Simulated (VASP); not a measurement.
Crystal: Cu.

```
Cu
1.0
     0.00000    2.35594    2.35594
     2.35594    0.00000    2.35594
     2.35594    2.35594    0.00000
Cu
2
Direct
  0.50000 0.50000 0.50000
  0.75000 0.75000 0.75000
```

- Program: VASP 6.6.1
- Task: relaxation of cell and atoms
- Functional: PBEsol
- Potentials or basis: VASP PAW PBE potentials, release 64 (Cu)
- Cutoff: 600 eV
- k mesh: 6 × 6 × 6
- Occupations: gaussian, width 0.1 eV
- Spin: no spin polarisation

At the start: pressure 45.8 GPa; volume 13.08 Å³/atom.

Question: How do energy, volume and symmetry change on relaxing?

Answer: Over 6 steps the energy falls by 514.6 meV/atom and the volume is 17.98 Å³/atom (+37.5 %); space group Fd-3m (No. 227, to 0.05 Å).

The path:
```tsv
step	energy change (eV)	largest force (eV/Å)	pressure (GPa)	volume (Å³)
1	0.0000	0.0000	45.81	26.15
2	-0.8246	0.0000	-7.70	43.01
3	-1.0288	0.0000	1.35	35.70
4	-1.0272	0.0000	-0.99	36.58
5	-1.0289	0.0000	-0.59	36.21
6	-1.0292	0.0000	-0.21	35.95
```

Final structure:
```cif
data_structure
_symmetry_space_group_name_H-M 'P 1'
_symmetry_Int_Tables_number 1
_cell_length_a 3.7047
_cell_length_b 3.7047
_cell_length_c 3.7047
_cell_angle_alpha 60.000
_cell_angle_beta 60.000
_cell_angle_gamma 60.000
_cell_volume 35.95
loop_
_atom_site_label
_atom_site_type_symbol
_atom_site_fract_x
_atom_site_fract_y
_atom_site_fract_z
_atom_site_occupancy
Cu1 Cu 0.50000 0.50000 0.50000 1
Cu2 Cu 0.75000 0.75000 0.75000 1
```

Caveat: the k points lie up to 0.35 Å⁻¹ apart in the final cell; the volume moved by over 15 % at a fixed basis, so the end points are rough; the PAW data sets were made with another functional, which shifts forces and pressure a little.
